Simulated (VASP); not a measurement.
# CaIn2As2 (P6_3/mmc) in VASP: single point with PBE

Aim: the single point of CaIn2As2 with PBE.

Program: VASP 6.6.1. These are calculated values, not measurements. Logs are shortened: lines on timing, memory, paths and dates and some standing lists are left out, and cuts for length are marked.

## 1. The cell of the first run

It takes space group P6_3/mmc (No. 194, hexagonal). Conventional cell: a = 4.220 Å, b = 4.220 Å, c = 17.908 Å, α = 90.00°, β = 90.00°, γ = 120.00°. Within 4.0 Å of Ca (site symmetry -3m) lie 6 As at 3.04 Å and 6 In at 3.91 Å. Within 3.6 Å of In (site symmetry 3m) lie 3 As at 2.73 Å and 1 In at 2.83 Å. As (site symmetry 3m) has 3 In at 2.73 Å and 3 Ca at 3.04 Å within 3.6 Å.

## 2. Single point, PBE

INCAR

```
SYSTEM = CaIn2As2
  ALGO = Normal
  EDIFF = 1E-6
  ENCUT = 520
  GGA = PE
  ISIF = 2
  ISMEAR = 0
  LASPH = .TRUE.
  LCHARG = .FALSE.
  LREAL = .FALSE.
  LWAVE = .FALSE.
  NBANDS = 57
  NELM = 60
  PREC = Accurate
  SIGMA = 0.01
```

KPOINTS

```
k-points
0
G
  12 12 2
  0 0 0
```

POSCAR

```
CaIn2As2
1.0
    4.2195802389      0.0000000000      0.0000000000
   -2.1097901195      3.6542636802      0.0000000000
    0.0000000000      0.0000000000     17.9082413756
Ca In As
2 4 4
Direct
    0.0000000000      0.0000000000      0.0000000000
    0.0000000000      0.0000000000      0.5000000000
    0.3333333333      0.6666666667      0.1709752024
    0.6666666667      0.3333333333      0.8290247976
    0.6666666667      0.3333333333      0.6709752024
    0.3333333333      0.6666666667      0.3290247976
    0.3333333333      0.6666666667      0.6019358900
    0.6666666667      0.3333333333      0.3980641100
    0.6666666667      0.3333333333      0.1019358900
    0.3333333333      0.6666666667      0.8980641100
```

Potentials or basis: VASP PAW PBE potentials, release 64 (Ca_sv, In_d, As).

Started as:

```bash
$ cat potpaw_PBE.64/Ca_sv/POTCAR potpaw_PBE.64/In_d/POTCAR potpaw_PBE.64/As/POTCAR > POTCAR
$ mpirun -np 1 vasp_std > vasp.out
```

OUTCAR:

```text
SYSTEM = CaIn2As2
   EDIFF = 1E-6
   ENCUT = 520
   GGA = PE
   ISIF = 2
   ISMEAR = 0
   LASPH = .TRUE.
   LREAL = .FALSE.
   NELM = 60
   PREC = Accurate

 ion  position               nearest neighbor table
   1  0.000  0.000  0.000-   9 3.04  10 3.04   9 3.04  10 3.04   9 3.04  10 3.04
   2  0.000  0.000  0.500-   7 3.04   8 3.04   8 3.04   7 3.04   8 3.04   7 3.04
   3  0.333  0.667  0.171-   9 2.73   9 2.73   9 2.73   6 2.83
   4  0.667  0.333  0.829-  10 2.73  10 2.73  10 2.73   5 2.83
   5  0.667  0.333  0.671-   7 2.73   7 2.73   7 2.73   4 2.83
   6  0.333  0.667  0.329-   8 2.73   8 2.73   8 2.73   3 2.83
   7  0.333  0.667  0.602-   5 2.73   5 2.73   5 2.73   2 3.04   2 3.04   2 3.04
   8  0.667  0.333  0.398-   6 2.73   6 2.73   6 2.73   2 3.04   2 3.04   2 3.04
   9  0.667  0.333  0.102-   3 2.73   3 2.73   3 2.73   1 3.04   1 3.04   1 3.04
  10  0.333  0.667  0.898-   4 2.73   4 2.73   4 2.73   1 3.04   1 3.04   1 3.04

  LATTYP: Found a hexagonal cell.
 ALAT       =     4.2195802389
 C/A-ratio  =     4.2440812502

  Lattice vectors:

 A1 = (   4.2195802389,   0.0000000000,   0.0000000000)
 A2 = (  -2.1097901195,   3.6542636802,   0.0000000000)
 A3 = (   0.0000000000,   0.0000000000,  17.9082413756)

Analysis of symmetry for initial positions (statically):
=====================================================================
 Subroutine PRICEL returns:
 Original cell was already a primitive cell.

 Routine SETGRP: Setting up the symmetry group for a
 hexagonal supercell.

 Subroutine GETGRP returns: Found 24 space group operations
 (whereof 12 operations were pure point group operations)
 out of a pool of 24 trial point group operations.

The static configuration has the point symmetry D_3d.
 The point group associated with its full space group is D_6h.

Analysis of symmetry for dynamics (positions and initial velocities):
=====================================================================
 Subroutine PRICEL returns:
 Original cell was already a primitive cell.

 Routine SETGRP: Setting up the symmetry group for a
 hexagonal supercell.

 Subroutine GETGRP returns: Found 24 space group operations
 (whereof 12 operations were pure point group operations)
 out of a pool of 24 trial point group operations.

The dynamic configuration has the point symmetry D_3d.
 The point group associated with its full space group is D_6h.

 Subroutine INISYM returns: Found 24 space group operations
 (whereof 12 operations are pure point group operations),
 and found     1 'primitive' translations

----------------------------------------------------------------------------------------

                                     Primitive cell

  volume of cell :     276.1354

  direct lattice vectors                    reciprocal lattice vectors
     4.219580239  0.000000000  0.000000000     0.236990398  0.136826470  0.000000000
    -2.109790119  3.654263680  0.000000000     0.000000000  0.273652940  0.000000000
     0.000000000  0.000000000 17.908241376     0.000000000  0.000000000  0.055840212

  length of vectors
     4.219580239  4.219580239 17.908241376     0.273652940  0.273652940  0.055840212

  position of ions in fractional coordinates (direct lattice)
     0.000000000  0.000000000  0.000000000
     0.000000000  0.000000000  0.500000000
     0.333333333  0.666666667  0.170975202
     0.666666667  0.333333333  0.829024798
     0.666666667  0.333333333  0.670975202
     0.333333333  0.666666667  0.329024798
     0.333333333  0.666666667  0.601935890
     0.666666667  0.333333333  0.398064110
     0.666666667  0.333333333  0.101935890
     0.333333333  0.666666667  0.898064110

  ion indices of the primitive-cell ions
   primitive index   ion index
                 1           1
                 2           2
                 3           3
                 4           4
                 5           5
                 6           6
                 7           7
                 8           8
                 9           9
                10          10

----------------------------------------------------------------------------------------

 KPOINTS: k-points

Automatic generation of k-mesh.
 Grid dimensions read from file:
 generate k-points for:   12   12    2

 Generating k-lattice:

  Cartesian coordinates                     Fractional coordinates (reciprocal lattice)
     0.019749200  0.011402206  0.000000000     0.083333333  0.000000000  0.000000000
     0.000000000  0.022804412  0.000000000     0.000000000  0.083333333  0.000000000
     0.000000000  0.000000000  0.027920106     0.000000000  0.000000000  0.500000000

  Length of vectors
     0.022804412  0.022804412  0.027920106

  Shift w.r.t. Gamma in fractional coordinates (k-lattice)
     0.000000000  0.000000000  0.000000000

 Subroutine IBZKPT returns following result:
 ===========================================

 Found     38 irreducible k-points:

 Following reciprocal coordinates:
            Coordinates               Weight
  0.000000  0.000000  0.000000      1.000000
  0.083333  0.000000  0.000000      6.000000
  0.166667  0.000000  0.000000      6.000000
  0.250000 -0.000000  0.000000      6.000000
  0.333333  0.000000  0.000000      6.000000
  0.416667 -0.000000  0.000000      6.000000
[... 16 lines left out ...]
  0.250000 -0.000000  0.500000      6.000000
  0.333333  0.000000  0.500000      6.000000
 [... further k-points ...]
   k-points           NKPTS =     38   k-points in BZ     NKDIM =     38   number of bands    NBANDS=     57
   number of dos      NEDOS =    301   number of ions     NIONS =     10
   total plane-waves  NPLWV = 143360
   dimension x,y,z NGX =    32 NGY =   32 NGZ =  140
   dimension x,y,z NGXF=    64 NGYF=   64 NGZF=  280
   ions per type =               2   4   4
   NGX,Y,Z   is equivalent  to a cutoff of  12.61, 12.61, 13.00 a.u.
   NGXF,Y,Z  is equivalent  to a cutoff of  25.22, 25.22, 25.99 a.u.
 SYSTEM =  CaIn2As2
   PREC   = accura    normal or accurate (medium, high low for compatibility)
   ISTART =      0    job   : 0-new  1-cont  2-samecut
   ICHARG =      2    charge: 1-file 2-atom 10-const
   ISPIN  =      1    spin polarized calculation?
   LNONCOLLINEAR =      F non collinear calculations
   LSORBIT =      F    spin-orbit coupling
   LASPH  =      T    aspherical Exc in radial PAW
   ENCUT  =  520.0 eV  38.22 Ry    6.18 a.u.   7.85  7.85 33.30*2*pi/ulx,y,z
   NELM   =     60;   NELMIN=  2; NELMDL= -5     # of ELM steps
   EDIFF  = 0.1E-05   stopping-criterion for ELM
   LREAL  =      F    real-space projection
   EDIFFG = 0.1E-04   stopping-criterion for IOM
   NSW    =      0    number of steps for IOM
   IBRION =     -1    ionic relax: 0-MD 1-quasi-New 2-CG
   NFREE  =      0    steps in history (QN), initial steepest desc. (CG)
   ISIF   =      2    stress and relaxation
   ISYM   =      2    0-nonsym 1-usesym 2-fastsym
   POTIM  = 0.5000    time-step for ionic-motion
   TEBEG  =    0.0;   TEEND  =   0.0 temperature during run
   PSTRESS=    0.0 pullay stress
   NELECT =      92.0000    total number of electrons
   NUPDOWN=      -1.0000    fix difference up-down
   EMIN   =  10.00;   EMAX   =-10.00  energy-range for DOS
   EFERMI =   0.00;   METHOD = LEGACY
   ISMEAR =     0;   SIGMA  =   0.01  broadening in eV -4-tet -1-fermi 0-gaus
   EFERMI_NEDOS =   21; number of points for ismear=-14 and -15
   IALGO  =     38    algorithm
   IMIX   =      4    mixing-type and parameters
     AMIX     =   0.40;   BMIX     =  1.00
     AMIX_MAG =   1.60;   BMIX_MAG =  1.00
  volume/ion in A,a.u.               =      27.61       186.35
  Fermi-wavevector in a.u.,A,eV,Ry     =   1.134915  2.144679 17.524747  1.288033
  Thomas-Fermi vector in A             =   2.271620
   LORBIT       =      0    0 simple, 1 ext, 2 COOP (PROOUT), +10 PAW based schemes
   GGA     = PE    functional components
   LHFCALC =     F    Hartree Fock is set to
   AEXX    =    0.0000 exact exchange contribution
   IVDW    =     0    specifies the selected vdW correction
   LEPSILON=     F    determine dielectric tensor
   LRPA    =     F    only Hartree local field effects (RPA)
 non-spin polarized calculation
 Gauss-broadening in eV      SIGMA  =   0.01
  energy-cutoff  :      520.00
  volume of cell :      276.14
 maximum number of plane-waves:      7476
 NGX is ok and might be reduce to    32
   NGX = 15   NGY = 15   NGZ = 67

 number of electron      91.9999996 magnetization

 Free energy of the ion-electron system (eV)
  ---------------------------------------------------
  ext. energy  EPLUGINS =         0.00000000
  ---------------------------------------------------
  free energy    TOTEN  =       -38.77701477 eV

  energy without entropy =      -38.77701477  energy(sigma->0) =      -38.77701477

 E-fermi :   4.9920     XC(G=0):  -9.1738

 val. band max:        4.9415249734   @ k =   0.0833   0.0000   0.0000
 cond. band min:       5.0699062738   @ k =   0.0000   0.0000   0.0000
 fundamental gap:      0.1283813003
 Fermi energy:         4.9919697421

 k-point     1 :       0.0000    0.0000    0.0000
  band No.  band energies     occupation
      1     -36.6199      2.00000
      2     -36.6199      2.00000
      3     -17.6875      2.00000
      4     -17.6875      2.00000
      5     -17.6043      2.00000
      6     -17.6043      2.00000
[... 49 lines left out ...]
     56       7.9444      0.00000
     57       7.9867      0.00000

 k-point     2 :       0.0833    0.0000    0.0000
  band No.  band energies     occupation
      1     -36.6196      2.00000
      2     -36.6196      2.00000
      3     -17.6865      2.00000
      4     -17.6865      2.00000
      5     -17.6086      2.00000
      6     -17.6086      2.00000
[... 49 lines left out ...]
     56       7.5364      0.00000
     57       7.7627      0.00000

 k-point     3 :       0.1667    0.0000    0.0000
  band No.  band energies     occupation
      1     -36.6190      2.00000
      2     -36.6190      2.00000
      3     -17.6837      2.00000
      4     -17.6836      2.00000
      5     -17.6203      2.00000
      6     -17.6203      2.00000
[... 1194 lines left out ...]
      1     -36.6180      2.00000
      2     -36.6180      2.00000
      3     -17.6798      2.00000
      4     -17.6798      2.00000
      5     -17.6361      2.00000
      6     -17.6361      2.00000
[... 49 lines left out ...]
     56       7.7595      0.00000
     57       8.3059      0.00000

 k-point    24 :       0.3333    0.0000    0.5000
  band No.  band energies     occupation
      1     -36.6171      2.00000
      2     -36.6171      2.00000
      3     -17.6760      2.00000
      4     -17.6760      2.00000
      5     -17.6518      2.00000
      6     -17.6518      2.00000
[... 49 lines left out ...]
     56       7.8656      0.00000
     57       8.4967      0.00000

 [... further k-points ...]

------------------------ aborting loop because EDIFF is reached ----------------------------------------

  FORCE on cell =-STRESS in cart. coord.  units (eV):
  Direction    XX          YY          ZZ          XY          YZ          ZX
  --------------------------------------------------------------------------------------
  -------------------------------------------------------------------------------------
  Total        0.1445731      0.1445731      0.1402687     -0.0000000     -0.0000000      0.0000000
  in kB        0.8388340      0.8388340      0.8138594     -0.0000000     -0.0000000      0.0000000
  external PRESSURE =       0.8305091 kB  Pullay stress =       0.0000000 kB

 VOLUME and BASIS-vectors are now :
 -----------------------------------------------------------------------------
  energy-cutoff  :      520.00
  volume of cell :      276.14
      direct lattice vectors                 reciprocal lattice vectors
     4.219580239  0.000000000  0.000000000     0.236990398  0.136826470  0.000000000
    -2.109790119  3.654263680  0.000000000     0.000000000  0.273652940  0.000000000
     0.000000000  0.000000000 17.908241376     0.000000000  0.000000000  0.055840212

 POSITION                                       TOTAL-FORCE (eV/Angst)
 -----------------------------------------------------------------------------------
      0.00000      0.00000      0.00000        -0.000000      0.000000      0.000000
      0.00000      0.00000      8.95412        -0.000000      0.000000      0.000000
     -0.00000      2.43618      3.06187         0.000000      0.000000      0.012199
      2.10979      1.21809     14.84638        -0.000000      0.000000     -0.012199
      2.10979      1.21809     12.01599        -0.000000     -0.000000      0.012199
     -0.00000      2.43618      5.89226         0.000000      0.000000     -0.012199
     -0.00000      2.43618     10.77961         0.000000     -0.000000      0.003948
      2.10979      1.21809      7.12863        -0.000000      0.000000     -0.003948
      2.10979      1.21809      1.82549        -0.000000     -0.000000      0.003948
     -0.00000      2.43618     16.08275        -0.000000      0.000000     -0.003948
 -----------------------------------------------------------------------------------
    total drift:                               -0.000000      0.000000      0.000000

  FREE ENERGIE OF THE ION-ELECTRON SYSTEM (eV)
  ---------------------------------------------------
  free  energy   TOTEN  =       -38.7770147655 eV

  energy  without entropy=      -38.7770147655  energy(sigma->0) =      -38.77701477
```

Run time: 25 min. Hardware: 1 thread of Intel Xeon 8259CL, shared host; peak memory 0.7 GiB.

What came out:

- Free energy: -38.7770 eV
- Pressure: 0.1 GPa
- Largest force: 0.012 eV/Å
- Band gap on the k mesh: 0.13 eV (least direct gap 0.31 eV)

Forces on the atoms (eV/Å):
```
Ca   0.000  0.000  0.000
Ca   0.000  0.000  0.000
In   0.000  0.000  0.012
In   0.000  0.000 -0.012
In   0.000  0.000  0.012
In   0.000  0.000 -0.012
As   0.000  0.000  0.004
As   0.000  0.000 -0.004
As   0.000  0.000  0.004
As   0.000  0.000 -0.004
```

Levels at points of the mesh, in eV from the valence-band top:
```tsv
k point	band 42	band 43	band 44	band 45	band 46	band 47	band 48	band 49	band 50	band 51
(0.00, 0.00, 0.00)	-0.89	-0.89	-0.78	-0.78	-0.18	0.13	1.08	1.09	1.13	2.15
(0.50, 0.00, 0.00)	-2.36	-2.24	-2.18	-2.03	-1.50	0.13	0.78	0.86	1.17	1.19
(0.00, 0.00, 0.50)	-1.16	-0.83	-0.83	-0.83	-0.83	0.80	0.80	1.13	1.13	2.27
(0.50, 0.00, 0.50)	-2.33	-2.09	-2.09	-1.96	-1.96	0.64	0.64	0.95	0.95	1.31
```

Caveat: semilocal functionals underestimate gaps, and a narrow one can read as zero; spin-orbit coupling is left out, which moves the levels of the heavy elements. A k mesh can miss the band edges.
